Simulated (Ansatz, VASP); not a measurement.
# BaNiBi2C5: VASP beside Ansatz

```
CELL_PARAMETERS angstrom
0.00000 6.01570 0.00000
3.89736 0.00000 0.00000
1.94868 3.00785 -5.91843
ATOMIC_POSITIONS crystal
Ba 0.00000 0.00000 0.00000
Bi 0.70250 0.20250 0.59500
Bi 0.29750 0.79750 0.40500
Ni 0.50000 0.50000 0.00000
C 0.11500 0.35400 0.29200
C 0.59300 0.35400 0.29200
C 0.88500 0.64600 0.70800
C 0.40700 0.64600 0.70800
C 0.50000 0.00000 0.00000
```

Alike in both runs: task single point; functional PBE; k mesh 7 × 7 × 7; no spin polarisation.

|  | VASP | Ansatz |
| --- | --- | --- |
| version | VASP 6.6.1 | Ansatz 0.2.0 |
| potentials or method | VASP PAW PBE potentials, release 64 (Ba_sv, Bi_d, Ni, C), cutoff 520 eV | PAW plane waves |
| occupations | fermi-dirac, width 0.1 eV | fermi-dirac |
| valence electrons in the cell | 70 | 78 |

VASP gave:

- pressure (GPa): 2.8
- traceless stress, the component that is largest in VASP (GPa): 7.60
- rms of the force components (eV/Å): 0.570

**Question.** Estimate Ansatz's values.

**Answer.** Pressure (GPa): 2.1; traceless stress, the component that is largest in VASP (GPa): 7.74; rms of the force components (eV/Å): 0.581.

Atom by atom the forces differ by 0.016 eV/Å (rms over components). VASP's potentials hold 70 valence electrons a cell and Ansatz's 78, so a difference there can come from the potentials and not from the codes.

Neither program's run includes spin-orbit coupling.
